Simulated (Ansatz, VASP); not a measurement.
## Two plane-wave programs on BN

```xyz
2
Lattice="0.0000 1.7903 1.7903 1.7903 0.0000 1.7903 1.7903 1.7903 0.0000" Properties=species:S:1:pos:R:3 pbc="T T T"
B     0.0000    0.0000    0.0000
N     2.6854    2.6854    2.6854
```

Alike in both runs: functional LDA; k mesh 12 × 12 × 12; no spin polarisation.

Ansatz relaxed the structure, and its values are those at the end. VASP's run is a single point on that final structure, the one shown.

```csv
,VASP,Ansatz
version,VASP 6.6.1,Ansatz 0.2.0
potentials or method,"VASP PAW LDA potentials, release 64 (B_h, N_h), cutoff 910 eV","scalar-relativistic, plane waves, PAW"
occupations,"gaussian, width 0.01 eV",fixed
valence electrons in the cell,8,8
```

|  | VASP | Ansatz | Ansatz less VASP |
| --- | --- | --- | --- |
| gap on the k mesh at the Fermi level (eV) | 4.38 | 4.39 | +0.010 |
| least direct gap on the mesh (eV) | 8.82 | 8.83 | +0.007 |

LDA's correlation is that of Perdew and Zunger in VASP and of Perdew and Wang (1992) in Ansatz.

Noted on VASP's run: the cutoff is short for stress, so the pressure is rough.
